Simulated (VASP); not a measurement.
# WSe2 in VASP: a series of runs

The runs below take WSe2 through single point, with PBE+D3(BJ).

Program: VASP 6.6.1. These are calculated values, not measurements. Logs are shortened: lines on timing, memory, paths and dates and some standing lists are left out, and cuts for length are marked.

## Step 1: The cell of the first run

The cell holds a slab with vacuum, 6 atoms: a = 3.285 Å, b = 3.285 Å, c = 24.239 Å, α = 90.00°, β = 90.00°, γ = 120.00°.

## Step 2: Single point, PBE+D3(BJ) (layers slid over each other)

File INCAR:

```
SYSTEM = WSe2
ALGO     = Normal         ! electronic algorithm
DIPOL    = 0.5 0.5 0.398
EDIFF    = 1E-6           ! SCF threshold, eV
ENCUT    = 520            ! plane-wave cutoff, eV
GGA      = PE             ! functional
IDIPOL   = 3            
ISIF     = 2              ! what is computed and relaxed
ISMEAR   = 0              ! smearing method
IVDW     = 12             ! dispersion correction
LASPH    = .True.         ! aspherical terms in the spheres
LCHARG   = .False.        ! write CHGCAR
LDIPOL   = .True.       
LREAL    = .False.        ! projectors in reciprocal space
LWAVE    = .False.        ! write WAVECAR
NBANDS   = 35             ! bands
NELM     = 60             ! most SCF steps
PREC     = Accurate       ! precision mode
SIGMA    = 0.05           ! smearing width, eV
```

File KPOINTS:

```
k-points
0
Gamma
  9 9 1
  0 0 0
```

File POSCAR:

```
WSe2
1.0
    3.2854807123      0.0000000000      0.0000000000
   -1.6427403561      2.8453097605      0.0000000000
    0.0000000000      0.0000000000     24.2386612352
Se W
4 2
Direct
    0.3333333333      0.6666666667      0.1856538179
    0.3333333333      0.6666666667      0.3246602831
    0.3333333333      1.1666666667      0.4715330812
    0.3333333333      1.1666666667      0.6105395464
    0.6666666667      0.3333333333      0.2551570505
    0.0000000000      1.5000000000      0.5410363138
```

Potentials or basis: VASP PAW PBE potentials, release 64 (Se, W_sv).

Started as:

```
$ cat potpaw_PBE.64/Se/POTCAR potpaw_PBE.64/W_sv/POTCAR > POTCAR
$ mpirun -np 1 vasp_std > vasp.out
```

OUTCAR:

```text
SYSTEM = WSe2
   EDIFF = 1E-6
   ENCUT = 520
   GGA = PE
   ISIF = 2
   ISMEAR = 0
   IVDW = 12
   LASPH = .True.
   LREAL = .False.
   NELM = 60
   PREC = Accurate
 IVDW          = 12

 ion  position               nearest neighbor table
   1  0.333  0.667  0.186-   5 2.54   5 2.54   5 2.54
   2  0.333  0.667  0.325-   5 2.54   5 2.54   5 2.54
   3  0.333  0.167  0.472-   6 2.54   6 2.54   6 2.54
   4  0.333  0.167  0.611-   6 2.54   6 2.54   6 2.54
   5  0.667  0.333  0.255-   2 2.54   1 2.54   2 2.54   1 2.54   2 2.54   1 2.54
   6  0.000  0.500  0.541-   3 2.54   4 2.54   3 2.54   4 2.54   3 2.54   4 2.54

  LATTYP: Found a hexagonal cell.
 ALAT       =     3.2854807123
 C/A-ratio  =     7.3775083033

  Lattice vectors:

 A1 = (   3.2854807123,   0.0000000000,   0.0000000000)
 A2 = (  -1.6427403561,   2.8453097605,   0.0000000000)
 A3 = (   0.0000000000,   0.0000000000,  24.2386612352)

Analysis of symmetry for initial positions (statically):
=====================================================================
 Subroutine PRICEL returns:
 Original cell was already a primitive cell.

 Routine SETGRP: Setting up the symmetry group for a
 hexagonal supercell.

 Subroutine GETGRP returns: Found  4 space group operations
 (whereof  2 operations were pure point group operations)
 out of a pool of 24 trial point group operations.

The static configuration has the point symmetry C_1h.
 The point group associated with its full space group is C_2h.

Analysis of symmetry for dynamics (positions and initial velocities):
=====================================================================
 Subroutine PRICEL returns:
 Original cell was already a primitive cell.

 Routine SETGRP: Setting up the symmetry group for a
 hexagonal supercell.

 Subroutine GETGRP returns: Found  4 space group operations
 (whereof  2 operations were pure point group operations)
 out of a pool of 24 trial point group operations.

The dynamic configuration has the point symmetry C_1h.
 The point group associated with its full space group is C_2h.

 Subroutine INISYM returns: Found  4 space group operations
 (whereof  2 operations are pure point group operations),
 and found     1 'primitive' translations

----------------------------------------------------------------------------------------

                                     Primitive cell

  volume of cell :     226.5881

  direct lattice vectors                    reciprocal lattice vectors
     3.285480712  0.000000000  0.000000000     0.304369463  0.175727791  0.000000000
    -1.642740356  2.845309761  0.000000000     0.000000000  0.351455583  0.000000000
     0.000000000  0.000000000 24.238661235     0.000000000  0.000000000  0.041256404

  length of vectors
     3.285480712  3.285480712 24.238661235     0.351455583  0.351455583  0.041256404

  position of ions in fractional coordinates (direct lattice)
     0.333333333  0.666666667  0.185653818
     0.333333333  0.666666667  0.324660283
     0.333333333  0.166666667  0.471533081
     0.333333333  0.166666667  0.610539546
     0.666666667  0.333333333  0.255157051
     1.000000000  0.500000000  0.541036314

  ion indices of the primitive-cell ions
   primitive index   ion index
                 1           1
                 2           2
                 3           3
                 4           4
                 5           5
                 6           6

----------------------------------------------------------------------------------------

 KPOINTS: k-points

Automatic generation of k-mesh.
 Grid dimensions read from file:
 generate k-points for:    9    9    1

 Generating k-lattice:

  Cartesian coordinates                     Fractional coordinates (reciprocal lattice)
     0.033818829  0.019525310  0.000000000     0.111111111 -0.000000000  0.000000000
     0.000000000  0.039050620  0.000000000     0.000000000  0.111111111  0.000000000
     0.000000000  0.000000000  0.041256404     0.000000000  0.000000000  1.000000000

  Length of vectors
     0.039050620  0.039050620  0.041256404

  Shift w.r.t. Gamma in fractional coordinates (k-lattice)
     0.000000000  0.000000000  0.000000000

 Subroutine IBZKPT returns following result:
 ===========================================

 Found     25 irreducible k-points:

 Following reciprocal coordinates:
            Coordinates               Weight
  0.000000  0.000000  0.000000      1.000000
  0.111111 -0.000000  0.000000      2.000000
  0.000000  0.111111  0.000000      4.000000
  0.222222 -0.000000  0.000000      2.000000
  0.000000  0.222222  0.000000      4.000000
  0.333333  0.000000  0.000000      2.000000
[... 16 lines left out ...]
 -0.222222 -0.444444  0.000000      4.000000
  0.444444  0.333333  0.000000      4.000000
   k-points           NKPTS =     25   k-points in BZ     NKDIM =     25   number of bands    NBANDS=     35
   number of dos      NEDOS =    301   number of ions     NIONS =      6
   total plane-waves  NPLWV = 103680
   dimension x,y,z NGX =    24 NGY =   24 NGZ =  180
   dimension x,y,z NGXF=    48 NGYF=   48 NGZF=  360
   ions per type =               4   2
   NGX,Y,Z   is equivalent  to a cutoff of  12.14, 12.14, 12.35 a.u.
   NGXF,Y,Z  is equivalent  to a cutoff of  24.29, 24.29, 24.69 a.u.
 SYSTEM =  WSe2
   PREC   = accura    normal or accurate (medium, high low for compatibility)
   ISTART =      0    job   : 0-new  1-cont  2-samecut
   ICHARG =      2    charge: 1-file 2-atom 10-const
   ISPIN  =      1    spin polarized calculation?
   LNONCOLLINEAR =      F non collinear calculations
   LSORBIT =      F    spin-orbit coupling
   LASPH  =      T    aspherical Exc in radial PAW
   ENCUT  =  520.0 eV  38.22 Ry    6.18 a.u.   6.11  6.11 45.07*2*pi/ulx,y,z
   NELM   =     60;   NELMIN=  2; NELMDL= -5     # of ELM steps
   EDIFF  = 0.1E-05   stopping-criterion for ELM
   LREAL  =      F    real-space projection
   EDIFFG = 0.1E-04   stopping-criterion for IOM
   NSW    =      0    number of steps for IOM
   IBRION =     -1    ionic relax: 0-MD 1-quasi-New 2-CG
   NFREE  =      0    steps in history (QN), initial steepest desc. (CG)
   ISIF   =      2    stress and relaxation
   ISYM   =      2    0-nonsym 1-usesym 2-fastsym
   POTIM  = 0.5000    time-step for ionic-motion
   TEBEG  =    0.0;   TEEND  =   0.0 temperature during run
   PSTRESS=    0.0 pullay stress
   NELECT =      52.0000    total number of electrons
   NUPDOWN=      -1.0000    fix difference up-down
   EMIN   =  10.00;   EMAX   =-10.00  energy-range for DOS
   EFERMI =   0.00;   METHOD = LEGACY
   ISMEAR =     0;   SIGMA  =   0.05  broadening in eV -4-tet -1-fermi 0-gaus
   EFERMI_NEDOS =   21; number of points for ismear=-14 and -15
   IALGO  =     38    algorithm
   IMIX   =      4    mixing-type and parameters
     AMIX     =   0.40;   BMIX     =  1.00
     AMIX_MAG =   1.60;   BMIX_MAG =  1.00
  volume/ion in A,a.u.               =      37.76       254.85
  Fermi-wavevector in a.u.,A,eV,Ry     =   1.002298  1.894069 13.668433  1.004601
  Thomas-Fermi vector in A             =   2.134776
   LORBIT       =      0    0 simple, 1 ext, 2 COOP (PROOUT), +10 PAW based schemes
   GGA     = PE    functional components
   LHFCALC =     F    Hartree Fock is set to
   AEXX    =    0.0000 exact exchange contribution
   IVDW    =    12    specifies the selected vdW correction
   LEPSILON=     F    determine dielectric tensor
   LRPA    =     F    only Hartree local field effects (RPA)
 non-spin polarized calculation
 Gauss-broadening in eV      SIGMA  =   0.05
  energy-cutoff  :      520.00
  volume of cell :      226.59
 maximum number of plane-waves:      6144
   NGX = 13   NGY = 13   NGZ = 91

 dipolmoment           0.000000      0.000000      0.000006 electrons x Angstroem

 number of electron      51.9999989 magnetization

 dipolmoment           0.000000      0.000000     -0.000000 electrons x Angstroem

 Free energy of the ion-electron system (eV)
  ---------------------------------------------------
  ext. energy  EPLUGINS =         0.00000000
  ---------------------------------------------------
  free energy    TOTEN  =       -43.20614114 eV

  energy without entropy =      -43.20614114  energy(sigma->0) =      -43.20614114

 E-fermi :   1.3335     XC(G=0):  -6.2706

 val. band max:        0.8770713533   @ k =   0.3333   0.3333   0.0000
 cond. band min:       2.4149162194   @ k =   0.2222   0.1111   0.0000
 fundamental gap:      1.5378448661
 Fermi energy:         1.3334699353

 k-point     1 :       0.0000    0.0000    0.0000
  band No.  band energies     occupation
      1     -73.1811      2.00000
      2     -73.1811      2.00000
      3     -37.4269      2.00000
      4     -37.4269      2.00000
      5     -37.2926      2.00000
      6     -37.2926      2.00000
[... 27 lines left out ...]
     34       4.0434      0.00000
     35       5.1842      0.00000

 k-point     2 :       0.1111   -0.0000    0.0000
  band No.  band energies     occupation
      1     -73.1799      2.00000
      2     -73.1799      2.00000
      3     -37.4217      2.00000
      4     -37.4217      2.00000
      5     -37.3204      2.00000
      6     -37.3204      2.00000
[... 27 lines left out ...]
     34       4.1812      0.00000
     35       5.6014      0.00000

 k-point     3 :       0.0000    0.1111    0.0000
  band No.  band energies     occupation
      1     -73.1799      2.00000
      2     -73.1799      2.00000
      3     -37.4217      2.00000
      4     -37.4217      2.00000
      5     -37.3204      2.00000
      6     -37.3204      2.00000
[... 27 lines left out ...]
     34       4.1495      0.00000
     35       5.6043      0.00000

 k-point     4 :       0.2222   -0.0000    0.0000
  band No.  band energies     occupation
      1     -73.1768      2.00000
      2     -73.1768      2.00000
      3     -37.4083      2.00000
      4     -37.4083      2.00000
      5     -37.3901      2.00000
      6     -37.3901      2.00000
[... 27 lines left out ...]
     34       4.7457      0.00000
     35       6.2589      0.00000

 k-point     5 :       0.0000    0.2222    0.0000
  band No.  band energies     occupation
      1     -73.1768      2.00000
      2     -73.1768      2.00000
      3     -37.4083      2.00000
      4     -37.4083      2.00000
      5     -37.3901      2.00000
      6     -37.3901      2.00000
[... 638 lines left out ...]
 k-point    22 :       0.3333    0.2222    0.0000
  band No.  band energies     occupation
      1     -73.1700      2.00000
      2     -73.1700      2.00000
      3     -37.4910      2.00000
      4     -37.4910      2.00000
      5     -37.4027      2.00000
      6     -37.4027      2.00000
[... 27 lines left out ...]
     34       5.6408      0.00000
     35       6.0983      0.00000

 k-point    23 :      -0.2222   -0.4444    0.0000
  band No.  band energies     occupation
      1     -73.1700      2.00000
      2     -73.1700      2.00000
      3     -37.4910      2.00000
      4     -37.4910      2.00000
      5     -37.4027      2.00000
      6     -37.4027      2.00000
[... 27 lines left out ...]
     34       5.5683      0.00000
     35       6.3382      0.00000

 k-point    24 :       0.4444    0.3333    0.0000
  band No.  band energies     occupation
      1     -73.1700      2.00000
      2     -73.1700      2.00000
      3     -37.4910      2.00000
      4     -37.4910      2.00000
      5     -37.4027      2.00000
      6     -37.4027      2.00000
[... 27 lines left out ...]
     34       5.6355      0.00000
     35       6.2924      0.00000

 [... further k-points ...]

------------------------ aborting loop because EDIFF is reached ----------------------------------------

 vacuum level on the upper side and lower side of the slab       (xc-potential included)        -0.166        -0.167

 Edisp (eV)   -2.31223

 E8    (eV) :    -1.0629

  FORCE on cell =-STRESS in cart. coord.  units (eV):
  Direction    XX          YY          ZZ          XY          YZ          ZX
  --------------------------------------------------------------------------------------
  -------------------------------------------------------------------------------------
  Total      -0.01069     0.02689    -0.30345    -0.03255     0.02421     0.04193
  in kB      -0.07559     0.19015    -2.14569    -0.23014     0.17117     0.29648
  external pressure =       -0.68 kB  Pullay stress =        0.00 kB

 VOLUME and BASIS-vectors are now :
 -----------------------------------------------------------------------------
  energy-cutoff  :      520.00
  volume of cell :      226.59
      direct lattice vectors                 reciprocal lattice vectors
     3.285480712  0.000000000  0.000000000     0.304369463  0.175727791  0.000000000
    -1.642740356  2.845309761  0.000000000     0.000000000  0.351455583  0.000000000
     0.000000000  0.000000000 24.238661235     0.000000000  0.000000000  0.041256404

 POSITION                                       TOTAL-FORCE (eV/Angst)
 -----------------------------------------------------------------------------------
     -0.00000      1.89687      4.50000         0.001589      0.000917     -0.039036
     -0.00000      1.89687      7.86933        -0.005211     -0.003008      0.113743
      0.82137      0.47422     11.42933         0.005211      0.003008     -0.113743
      0.82137      0.47422     14.79866        -0.001589     -0.000917      0.039036
      1.64274      0.94844      6.18467        -0.005869     -0.003389      0.036215
     -0.82137      1.42265     13.11400         0.005869      0.003389     -0.036215
 -----------------------------------------------------------------------------------
    total drift:                                0.000000     -0.000000      0.000114

  FREE ENERGIE OF THE ION-ELECTRON SYSTEM (eV)
  ---------------------------------------------------
  free  energy   TOTEN  =       -45.5183664221 eV

  energy  without entropy=      -45.5183664221  energy(sigma->0) =      -45.51836642

 vacuum level on the upper side and lower side of the slab         5.813         5.812
```

Run time: 6.3 min. Hardware: 1 thread of Intel Xeon 8259CL, shared host; peak memory 0.42 GiB.

What came out:

```
Free energy                : -45.5184 eV
Largest force              : 0.114 eV/Å
Band gap on the k mesh     : 1.54 eV (least direct gap 1.65 eV)
Dispersion energy per atom : -0.385 eV
```

Forces in eV/Å, atoms in the order of the input:
```
Se   0.002  0.001 -0.039
Se  -0.005 -0.003  0.114
Se   0.005  0.003 -0.114
Se  -0.002 -0.001  0.039
W   -0.006 -0.003  0.036
W    0.006  0.003 -0.036
```

Levels at points of the mesh, in eV from the valence-band top:
```
           k point  band 24  band 25  band 26  band 27  band 28  band 29
(0.00, 0.00, 0.00)    -1.18    -0.60    -0.13     2.94     2.96     2.98
```

Caveat: the cell differs from its parent crystal (layers slid over each other); spin-orbit coupling is left out, which moves the levels of the heavy elements.

(Part 1 of 2 ends here.)
